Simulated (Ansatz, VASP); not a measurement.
## NiO in VASP and in Ansatz

```
Ni O
1.0
     0.00000    2.32473    2.32473
     2.32473    0.00000    2.32473
     2.32473    2.32473    0.00000
Ni O
1 1
Direct
  0.00000 0.00000 0.00000
  0.25000 0.25000 0.25000
```

Alike in both runs: task single point; functional PBE; k mesh 10 × 10 × 10; occupations gaussian, width 0.05 eV; collinear spin; Hubbard terms Ni d U = 6.2 eV.

|  | VASP | Ansatz |
| --- | --- | --- |
| version | VASP 6.6.1 | Ansatz 0.2.0 |
| potentials or method | VASP PAW PBE potentials, release 64 (Ni, O), cutoff 520 eV | scalar-relativistic, plane waves, PAW |
| valence electrons in the cell | 16 | 24 |

|  | VASP | Ansatz | Ansatz less VASP |
| --- | --- | --- | --- |
| pressure (GPa) | -15.5 | 0.0 | +15.46 |
| net moment per atom (μB) | 1.00 | 1.00 | 0.000 |
| size of the moment on the site where the two differ most (μB) | 0.30 | 0.11 | -0.187 |

Site moments also hang on the region over which each program counts them. The programs project onto different local orbitals, so the same U acts differently, and such runs can settle in different states. VASP's potentials hold 16 valence electrons a cell and Ansatz's 24, so a difference there can come from the potentials and not from the codes. Ansatz's warnings: symmetry narrowed by occupation matrices.
